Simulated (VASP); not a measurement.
Crystal: HfO2.

```
CELL_PARAMETERS angstrom
0.00000 2.60766 2.60766
2.60766 0.00000 2.60766
2.60766 2.60766 0.00000
ATOMIC_POSITIONS crystal
Hf 0.00000 0.00000 0.00000
O 0.75000 0.75000 0.75000
O 0.25000 0.25000 0.25000
```

Base run:

```yaml
Program: VASP 6.6.1
Functional: r2SCAN
Potentials_or_basis: VASP PAW PBE potentials, release 64 (Hf_pv, O)
Cutoff: 520 eV
k_mesh: 9 × 9 × 9
Occupations: fermi-dirac, width 0.05 eV
Spin: no spin polarisation
```

Its results: band gap on the k mesh 4.14 eV, indirect (least direct gap 4.24 eV); pressure -23.6 GPa.

Problem. The run is repeated on the same cell with these changes: functional from r2SCAN to RPBE. What comes out?

Solution. Band gap on the k mesh 3.77 eV, indirect (least direct gap 3.88 eV); pressure -13.1 GPa.

r2SCAN gives the wider gap, since meta-GGAs in the generalised Kohn-Sham scheme recover part of the derivative discontinuity.

Caveats: the PAW data sets were made with another functional, which shifts forces and pressure a little; spin-orbit coupling is left out, which moves the levels of the heavy elements.

A k mesh can miss the band edges.
